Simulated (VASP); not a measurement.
# Ti (P6_3/mmc) in VASP: single point with PBEsol

Aim: the single point of Ti with PBEsol.

Program: VASP 6.6.1. These are calculated values, not measurements. Logs are shortened: lines on timing, memory, paths and dates and some standing lists are left out, and cuts for length are marked.

## Step 1: The cell of the first run

The structure is hexagonal, space group P6_3/mmc (No. 194). The conventional cell has a = 2.902 Å, b = 2.902 Å, c = 4.591 Å, α = 90.00°, β = 90.00°, γ = 120.00°. Ti (site symmetry -6m2) has 12 Ti at 2.84 to 2.90 Å within 3.7 Å.

## Step 2: Single point, PBEsol

Contents of POSCAR:

```
Ti
1.0
    2.9015130747      0.0000000000      0.0000000000
   -1.4507565374      2.5127840321      0.0000000000
    0.0000000000      0.0000000000      4.5905159072
Ti
2
Direct
    0.3333333333      0.6666666667      0.2500000000
    0.6666666667      0.3333333333      0.7500000000
```

Contents of INCAR.step1:

```
SYSTEM = Ti
PREC = Accurate
ENCUT = 520
EDIFF = 1E-7
ISMEAR = -1
SIGMA = 0.08
LREAL = .FALSE.
LASPH = .TRUE.
NELM = 80
ALGO = Normal
ISIF = 2
LWAVE = .FALSE.
LCHARG = .TRUE.
LMAXMIX = 4
GGA = PS
NBANDS = 19
```

Contents of KPOINTS.step1:

```
Automatic mesh
0
G
  17 17 9
  0 0 0
```

Contents of INCAR.step2:

```
SYSTEM = Ti
PREC = Accurate
ENCUT = 520
EDIFF = 1E-7
ISMEAR = -5
SIGMA = 0.08
LREAL = .FALSE.
LASPH = .TRUE.
NELM = 80
ALGO = Normal
ISIF = 2
LWAVE = .FALSE.
LCHARG = .FALSE.
LMAXMIX = 4
GGA = PS
LORBIT = 11
NEDOS = 1001
ICHARG = 11
```

Contents of KPOINTS.step2:

```
Automatic mesh
0
G
  26 26 14
  0 0 0
```

Potentials or basis: VASP PAW PBE potentials, release 64 (Ti_sv).

Launch:

```bash
> cat potpaw_PBE.64/Ti_sv/POTCAR > POTCAR
> cp INCAR.step1 INCAR
> cp KPOINTS.step1 KPOINTS
> mpirun -np 1 vasp_std > vasp.out
> cp INCAR.step2 INCAR
> cp KPOINTS.step2 KPOINTS
> mpirun -np 1 vasp_std > vasp.out
```

OUTCAR:

```text
SYSTEM = Ti
   PREC = Accurate
   ENCUT = 520
   EDIFF = 1E-7
   ISMEAR = -5
   LREAL = .FALSE.
   LASPH = .TRUE.
   NELM = 80
   ISIF = 2
   GGA = PS
   LORBIT = 11
   ICHARG = 11

 ion  position               nearest neighbor table
   1  0.333  0.667  0.250-   2 2.84   2 2.84   2 2.84   2 2.84   2 2.84   2 2.84
   2  0.667  0.333  0.750-   1 2.84   1 2.84   1 2.84   1 2.84   1 2.84   1 2.84

  LATTYP: Found a hexagonal cell.
 ALAT       =     2.9015130747
 C/A-ratio  =     1.5821110534

  Lattice vectors:

 A1 = (   2.9015130747,   0.0000000000,   0.0000000000)
 A2 = (  -1.4507565374,   2.5127840321,   0.0000000000)
 A3 = (   0.0000000000,   0.0000000000,   4.5905159072)

Analysis of symmetry for initial positions (statically):
=====================================================================
 Subroutine PRICEL returns:
 Original cell was already a primitive cell.

 Routine SETGRP: Setting up the symmetry group for a
 hexagonal supercell.

 Subroutine GETGRP returns: Found 24 space group operations
 (whereof 12 operations were pure point group operations)
 out of a pool of 24 trial point group operations.

The static configuration has the point symmetry D_3d.
 The point group associated with its full space group is D_6h.

Analysis of symmetry for dynamics (positions and initial velocities):
=====================================================================
 Subroutine PRICEL returns:
 Original cell was already a primitive cell.

 Routine SETGRP: Setting up the symmetry group for a
 hexagonal supercell.

 Subroutine GETGRP returns: Found 24 space group operations
 (whereof 12 operations were pure point group operations)
 out of a pool of 24 trial point group operations.

The dynamic configuration has the point symmetry D_3d.
 The point group associated with its full space group is D_6h.

 Subroutine INISYM returns: Found 24 space group operations
 (whereof 12 operations are pure point group operations),
 and found     1 'primitive' translations

----------------------------------------------------------------------------------------

                                     Primitive cell

  volume of cell :      33.4689

  direct lattice vectors                    reciprocal lattice vectors
     2.901513075  0.000000000  0.000000000     0.344647766  0.198982481  0.000000000
    -1.450756537  2.512784032  0.000000000     0.000000000  0.397964961  0.000000000
     0.000000000  0.000000000  4.590515907     0.000000000  0.000000000  0.217840439

  length of vectors
     2.901513075  2.901513075  4.590515907     0.397964961  0.397964961  0.217840439

  position of ions in fractional coordinates (direct lattice)
     0.333333333  0.666666667  0.250000000
     0.666666667  0.333333333  0.750000000

  ion indices of the primitive-cell ions
   primitive index   ion index
                 1           1
                 2           2

----------------------------------------------------------------------------------------

 KPOINTS: Automatic mesh

Automatic generation of k-mesh.
 Grid dimensions read from file:
 generate k-points for:   26   26   14

 Generating k-lattice:

  Cartesian coordinates                     Fractional coordinates (reciprocal lattice)
     0.013255683  0.007653172  0.000000000     0.038461538  0.000000000  0.000000000
     0.000000000  0.015306345  0.000000000     0.000000000  0.038461538  0.000000000
     0.000000000  0.000000000  0.015560031     0.000000000  0.000000000  0.071428571

  Length of vectors
     0.015306345  0.015306345  0.015560031

  Shift w.r.t. Gamma in fractional coordinates (k-lattice)
     0.000000000  0.000000000  0.000000000

 TETIRR: Found   9646 inequivalent tetrahedra from    56784

 Subroutine IBZKPT returns following result:
 ===========================================

 Found    560 irreducible k-points:

 Following reciprocal coordinates:
            Coordinates               Weight
  0.000000  0.000000  0.000000      1.000000
  0.038462  0.000000  0.000000      6.000000
  0.076923  0.000000  0.000000      6.000000
  0.115385  0.000000  0.000000      6.000000
  0.153846  0.000000  0.000000      6.000000
  0.192308  0.000000  0.000000      6.000000
[... 16 lines left out ...]
  0.346154  0.038462  0.000000     12.000000
  0.384615  0.038462  0.000000     12.000000
 [... further k-points ...]
   k-points           NKPTS =    560   k-points in BZ     NKDIM =    560   number of bands    NBANDS=     16
   number of dos      NEDOS =   1001   number of ions     NIONS =      2
   total plane-waves  NPLWV =  20736
   dimension x,y,z NGX =    24 NGY =   24 NGZ =   36
   dimension x,y,z NGXF=    48 NGYF=   48 NGZF=   72
   ions per type =               2
   NGX,Y,Z   is equivalent  to a cutoff of  13.75, 13.75, 13.04 a.u.
   NGXF,Y,Z  is equivalent  to a cutoff of  27.50, 27.50, 26.07 a.u.
 SYSTEM =  Ti
   PREC   = accura    normal or accurate (medium, high low for compatibility)
   ISTART =      0    job   : 0-new  1-cont  2-samecut
   ICHARG =     11    charge: 1-file 2-atom 10-const
   ISPIN  =      1    spin polarized calculation?
   LNONCOLLINEAR =      F non collinear calculations
   LSORBIT =      F    spin-orbit coupling
   LASPH  =      T    aspherical Exc in radial PAW
   ENCUT  =  520.0 eV  38.22 Ry    6.18 a.u.   5.39  5.39  8.54*2*pi/ulx,y,z
   NELM   =     80;   NELMIN=  2; NELMDL=  0     # of ELM steps
   EDIFF  = 0.1E-06   stopping-criterion for ELM
   LREAL  =      F    real-space projection
   EDIFFG = 0.1E-05   stopping-criterion for IOM
   NSW    =      0    number of steps for IOM
   IBRION =     -1    ionic relax: 0-MD 1-quasi-New 2-CG
   NFREE  =      0    steps in history (QN), initial steepest desc. (CG)
   ISIF   =      2    stress and relaxation
   ISYM   =      2    0-nonsym 1-usesym 2-fastsym
   POTIM  = 0.5000    time-step for ionic-motion
   TEBEG  =    0.0;   TEEND  =   0.0 temperature during run
   PSTRESS=    0.0 pullay stress
   NELECT =      24.0000    total number of electrons
   NUPDOWN=      -1.0000    fix difference up-down
   EMIN   =  10.00;   EMAX   =-10.00  energy-range for DOS
   EFERMI =   0.00;   METHOD = LEGACY
   ISMEAR =    -5;   SIGMA  =   0.08  broadening in eV -4-tet -1-fermi 0-gaus
   EFERMI_NEDOS =   21; number of points for ismear=-14 and -15
   IALGO  =     38    algorithm
   IMIX   =      4    mixing-type and parameters
     AMIX     =   0.40;   BMIX     =  1.00
     AMIX_MAG =   1.60;   BMIX_MAG =  1.00
  volume/ion in A,a.u.               =      16.73       112.93
  Fermi-wavevector in a.u.,A,eV,Ry     =   1.465317  2.769047 29.213793  2.147153
  Thomas-Fermi vector in A             =   2.581188
   LORBIT       =     11    0 simple, 1 ext, 2 COOP (PROOUT), +10 PAW based schemes
   GGA     = PS    functional components
   LHFCALC =     F    Hartree Fock is set to
   AEXX    =    0.0000 exact exchange contribution
   IVDW    =     0    specifies the selected vdW correction
   LEPSILON=     F    determine dielectric tensor
   LRPA    =     F    only Hartree local field effects (RPA)
 non-spin polarized calculation
 Fermi weights with tetrahedron method with Bloechl corrections
  energy-cutoff  :      520.00
  volume of cell :       33.47
 maximum number of plane-waves:       929
 NGX is ok and might be reduce to    24

 number of electron      23.9999999 magnetization

 Free energy of the ion-electron system (eV)
  ---------------------------------------------------
  ext. energy  EPLUGINS =         0.00000000
  ---------------------------------------------------
  free energy    TOTEN  =       -16.67927174 eV

  energy without entropy =      -16.67927174  energy(sigma->0) =      -16.67927174

 E-fermi :   8.6263     XC(G=0): -11.8139

 val. band max:        8.6308222767   @ k =   0.1538   0.0385   0.3571
 cond. band min:       8.6062408959   @ k =   0.0385   0.0385   0.5000
 fundamental gap:     -0.0245813808
 Fermi energy:         8.6262729503

 k-point     1 :       0.0000    0.0000    0.0000
  band No.  band energies     occupation
      1     -47.9573      2.00000
      2     -47.7944      2.00000
      3     -24.6927      2.00000
      4     -23.9669      2.00000
      5     -23.9669      2.00000
      6     -23.8805      2.00000
[... 8 lines left out ...]
     15       9.9281      0.00000
     16       9.9281      0.00000

 k-point     2 :       0.0385    0.0000    0.0000
  band No.  band energies     occupation
      1     -47.9555      2.00000
      2     -47.7937      2.00000
      3     -24.6889      2.00000
      4     -23.9746      2.00000
      5     -23.9695      2.00000
      6     -23.8820      2.00000
[... 8 lines left out ...]
     15       9.9048      0.00000
     16       9.9558      0.00000

 k-point     3 :       0.0769    0.0000    0.0000
  band No.  band energies     occupation
      1     -47.9504      2.00000
      2     -47.7917      2.00000
      3     -24.6778      2.00000
      4     -23.9973      2.00000
      5     -23.9771      2.00000
      6     -23.8868      2.00000
[... 8 lines left out ...]
     15       9.8500      0.00000
     16      10.0381      0.00000

 k-point     4 :       0.1154    0.0000    0.0000
  band No.  band energies     occupation
      1     -47.9421      2.00000
      2     -47.7885      2.00000
      3     -24.6596      2.00000
      4     -24.0339      2.00000
      5     -23.9891      2.00000
      6     -23.9213      2.00000
[... 8 lines left out ...]
     15       9.9452      0.00000
     16      10.0825      0.00000
[... 324 lines left out ...]
 k-point    22 :       0.3077    0.0385    0.0000
  band No.  band energies     occupation
      1     -47.8613      2.00000
      2     -47.7661      2.00000
      3     -24.4670      2.00000
      4     -24.3613      2.00000
      5     -24.2382      2.00000
      6     -24.0897      2.00000
[... 8 lines left out ...]
     15       9.5359      0.00000
     16      11.2312      0.00000

 k-point    23 :       0.3462    0.0385    0.0000
  band No.  band energies     occupation
      1     -47.8463      2.00000
      2     -47.7643      2.00000
      3     -24.4264      2.00000
      4     -24.4150      2.00000
      5     -24.2850      2.00000
      6     -24.1064      2.00000
[... 8 lines left out ...]
     15       9.5627      0.00000
     16      11.5796      0.00000

 k-point    24 :       0.3846    0.0385    0.0000
  band No.  band energies     occupation
      1     -47.8333      2.00000
      2     -47.7639      2.00000
      3     -24.4583      2.00000
      4     -24.3891      2.00000
      5     -24.3224      2.00000
      6     -24.1195      2.00000
[... 8 lines left out ...]
     15       9.6937      0.00000
     16      11.8502      0.00000

 [... further k-points ...]
[... 5 lines left out ...]
  --------------------------------------------------------------------------------------
  -------------------------------------------------------------------------------------
  Total       -0.2645780     -0.2645780     -0.0421118      0.0000000     -0.0000000      0.0000000
  in kB      -12.6655220    -12.6655220     -2.0159217      0.0000000     -0.0000000      0.0000000
  external PRESSURE =      -9.1156552 kB  Pullay stress =       0.0000000 kB

 VOLUME and BASIS-vectors are now :
 -----------------------------------------------------------------------------
  energy-cutoff  :      520.00
  volume of cell :       33.47
      direct lattice vectors                 reciprocal lattice vectors
     2.901513075  0.000000000  0.000000000     0.344647766  0.198982481  0.000000000
    -1.450756537  2.512784032  0.000000000     0.000000000  0.397964961  0.000000000
     0.000000000  0.000000000  4.590515907     0.000000000  0.000000000  0.217840439

 POSITION                                       TOTAL-FORCE (eV/Angst)
 -----------------------------------------------------------------------------------
     -0.00000      1.67519      1.14763        -0.000000      0.000000      0.000000
      1.45076      0.83759      3.44289         0.000000      0.000000      0.000000
 -----------------------------------------------------------------------------------
    total drift:                                0.000000     -0.000000      0.000000

  FREE ENERGIE OF THE ION-ELECTRON SYSTEM (eV)
  ---------------------------------------------------
  free  energy   TOTEN  =       -16.6792717412 eV

  energy  without entropy=      -16.6792717412  energy(sigma->0) =      -16.67927174

 total charge

# of ion       s       p       d       tot
------------------------------------------
    1        2.259   6.129   1.909  10.298
    2        2.259   6.129   1.909  10.298
--------------------------------------------------
tot          4.518  12.258   3.818  20.595
```

It took 4 min on 1 thread of Intel Xeon 8259CL, shared host; peak memory 0.37 GiB.

Results:

* Valence electrons inside the program's atomic spheres: Ti 10.30

Caveat: the PAW data sets were made with another functional, which shifts forces and pressure a little; tetrahedron occupations give inexact forces and stress in metals.
